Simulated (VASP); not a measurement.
Here is a VASP 6.6.1 calculation.

The input INCAR:

```
SYSTEM = Ta
  ALGO = Fast
  EDIFF = 1E-6
  EDIFFG = -0.01
  ENCUT = 600
  GGA = PE
  IBRION = 2
  ISIF = 3
  ISMEAR = 0
  LASPH = .True.
  LCHARG = .False.
  LREAL = .False.
  LWAVE = .False.
  NELM = 80
  NSW = 100
  PREC = Accurate
  SIGMA = 0.1
```

KPOINTS

```
k-points
0
Gamma
  22 22 22
  0 0 0
```

Contents of POSCAR:

```
Ta
1.0
   -2.6454644711      2.6454644711      1.4036561092
    2.6454644711     -2.6454644711      1.4036561092
    2.6454644711      2.6454644711     -1.4036561092
Ta
2
Direct
    0.0000000000      0.0000000000      0.0000000000
    0.7500000000      0.2500000000      0.5000000000
```

Potentials or basis: VASP PAW PBE potentials, release 64 (Ta_pv).

The run is started by

```sh
$ cat potpaw_PBE.64/Ta_pv/POTCAR > POTCAR
$ mpirun -np 1 vasp_std > vasp.out
```

(1) Estimate the band gap on the k mesh.

(2) Predict the relaxed cell.

(3) Estimate the relaxed volume.

Results:

(1) zero (bands 11 and 12 overlap by 1.47 eV).

(2) a = 3.997 Å, b = 3.997 Å, c = 3.997 Å, α = 97.11°, β = 97.11°, γ = 138.80°.

(3) 19.69 Å³/atom.

Caveat: spin-orbit coupling is left out, which moves the levels of the heavy elements.
